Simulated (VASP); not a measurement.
Input of a VASP 6.6.1 run:

The input INCAR:

```
SYSTEM = PbS
  ALGO = Normal
  EDIFF = 1E-6
  ENCUT = 520
  GGA = RE
  ISIF = 2
  ISMEAR = 0
  IVDW = 12
  LASPH = .True.
  LCHARG = .False.
  LREAL = .False.
  LWAVE = .False.
  NBANDS = 17
  NELM = 80
  PREC = Accurate
  SIGMA = 0.05
```

KPOINTS

```
k-points
0
Gamma
  8 8 8
  0 0 0
```

POSCAR

```
PbS
1.0
    0.0000000000      2.9187146192      2.9187146192
    2.9187146192      0.0000000000      2.9187146192
    2.9187146192      2.9187146192      0.0000000000
Pb S
1 1
Direct
    0.5000000000      0.5000000000      0.5000000000
    0.0000000000      0.0000000000      0.0000000000
```

Potentials or basis: VASP PAW PBE potentials, release 64 (Pb_d, S).

Command:

```console
$ cat potpaw_PBE.64/Pb_d/POTCAR potpaw_PBE.64/S/POTCAR > POTCAR
$ mpirun -np 1 vasp_std > vasp.out
```

Problem. Predict the band gap on the k mesh.

Solution. 0.24 eV, direct.

Problem. Predict the pressure.

Solution. 2.4 GPa.

Problem. Estimate the dispersion energy per atom.

Solution. -0.680 eV.

Caveat: the PAW data sets were made with another functional, which shifts forces and pressure a little; spin-orbit coupling is left out, which moves the levels of the heavy elements. A k mesh can miss the band edges.
